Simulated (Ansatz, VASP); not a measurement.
# MgW in VASP and in Ansatz

```
CELL_PARAMETERS angstrom
4.68000 0.00000 0.00000
0.00000 5.66000 0.00000
-0.02834 0.00000 4.91992
ATOMIC_POSITIONS crystal
Mg 0.50000 0.32000 0.75000
Mg 0.50000 0.68000 0.25000
W 0.00000 0.81800 0.75000
W 0.00000 0.18200 0.25000
```

Alike in both runs: task single point; functional PBE; k mesh 4 × 4 × 4; occupations gaussian, width 0.1 eV; no spin polarisation.

|  | VASP | Ansatz |
| --- | --- | --- |
| version | VASP 6.6.1 | Ansatz 0.2.0 |
| potentials or method | VASP PAW PBE potentials, release 64 (Mg, W_sv), cutoff 520 eV | scalar-relativistic, plane waves, PAW |
| valence electrons in the cell | 32 | 48 |

Ansatz gave:

| Item | Value |
| --- | --- |
| gap on the k mesh at the Fermi level (eV) | none |
| pressure (GPa) | -20.6 |
| traceless stress, the component that is largest in VASP (GPa) | 4.38 |
| rms of the force components (eV/Å) | 1.174 |

**Question.** What did VASP give for the same quantities?

**Answer.** gap on the k mesh at the Fermi level (eV): none; pressure (GPa): -20.7; traceless stress, the component that is largest in VASP (GPa): 4.38; rms of the force components (eV/Å): 1.171.

Atom by atom the forces differ by 0.003 eV/Å (rms over components). A gap of «none» marks a metal or a gap that the smearing closes. With one functional, cell and mesh, what is left measures potentials, basis and numerics. VASP's potentials hold 32 valence electrons a cell and Ansatz's 48, so a difference there can come from the potentials and not from the codes.

Spin-orbit coupling is off throughout.
